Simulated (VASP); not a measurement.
The system is HfB2.

```
Hf B
1.0
     3.14000    0.00000    0.00000
    -1.57000    2.71932    0.00000
     0.00000    0.00000    3.48000
Hf B
1 2
Direct
  0.00000 0.00000 0.00000
  0.33333 0.66667 0.50000
  0.66667 0.33333 0.50000
```

* Program: VASP 6.6.1
* Task: relaxation of cell and atoms
* Functional: PBEsol
* Potentials or basis: VASP PAW PBE potentials, release 64 (Hf_pv, B)
* Cutoff: 600 eV
* k mesh: 18 × 18 × 12
* Occupations: gaussian, width 0.1 eV
* Spin: no spin polarisation

At the start: pressure -4.5 GPa; volume 9.90 Å³/atom.

Task: Where does the relaxation end?

Result: Over 9 steps the energy falls by 2.6 meV/atom and the volume is 9.73 Å³/atom (-1.8 %); space group P6/mmm (No. 191, to 0.05 Å).

The path:
```tsv
step	energy change (eV)	largest force (eV/Å)	pressure (GPa)	volume (Å³)
1	0.0000	0.0000	-4.50	29.71
2	0.0048	0.0000	6.33	28.54
3	-0.0077	0.0000	0.04	29.19
4	-0.0077	0.0000	0.15	29.18
5	-0.0079	0.0000	0.09	29.18
6	-0.0079	0.0000	0.09	29.18
7	-0.0079	0.0000	0.09	29.18
8	-0.0079	0.0000	-0.09	29.20
9	-0.0079	0.0000	-0.01	29.19
```

Final structure:
```
Hf B
1.0
     3.12646    0.00000    0.00000
    -1.56323    2.70759    0.00000
     0.00000    0.00000    3.44816
Hf B
1 2
Direct
  0.00000 0.00000 0.00000
  0.33333 0.66667 0.50000
  0.66667 0.33333 0.50000
```

Caveat: the PAW data sets were made with another functional, which shifts forces and pressure a little.
